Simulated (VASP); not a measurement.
PtSe2: single point with PBEsol

The system is PtSe2.

```
CELL_PARAMETERS angstrom
3.72400 0.00000 0.00000
-1.86200 3.22508 0.00000
0.00000 0.00000 5.06200
ATOMIC_POSITIONS crystal
Pt 0.00000 0.00000 0.00000
Se 0.66667 0.33333 0.75000
Se 0.33333 0.66667 0.25000
```

| Item | Value |
| --- | --- |
| Program | VASP 6.6.1 |
| Task | single point |
| Functional | PBEsol |
| Potentials or basis | VASP PAW PBE potentials, release 64 (Pt, Se) |
| Cutoff | 520 eV |
| k mesh | 6 × 6 × 4 |
| Occupations | fermi-dirac, width 0.05 eV |
| Spin | non-collinear spin, zero start, spin-orbit coupling |
| Starting moments | [[0.0, 0.0, 0.0], [0.0, 0.0, 0.0], [0.0, 0.0, 0.0]] μB |
| Dipole correction | no |
| Further INCAR settings | ALGO = Normal; EDIFF = 1e-06; NBANDS = 35 |

| Property | Result |
| --- | --- |
| Pressure | 2.4 GPa |
| Largest force | 0.374 eV/Å |
| Net moment | 0.00 μB per cell |
| Valence electrons inside the program's atomic spheres | Pt 9.45; Se 3.79 |

Forces in eV/Å, atoms in the order of the input:
```
Pt   0.000  0.000  0.000
Se   0.000  0.000 -0.374
Se   0.000  0.000  0.374
```

Stress tensor (GPa, compression positive):
```
2.84 0.00 0.00
0.00 2.84 0.00
0.00 0.00 1.49
```

Moments on the atoms (μB; x, y, z):
```
Pt  0.00 0.00 0.00
Se  0.00 0.00 0.00
Se  0.00 0.00 0.00
```

Wall time 100 s on 1 thread of Intel(R) Xeon(R) Platinum 8259CL CPU @ 2.50GHz (Skylake/Cascade Lake), on a shared host, peak memory 0.34 GiB.

Caveat: the PAW data sets were made with another functional, which shifts forces and pressure a little.
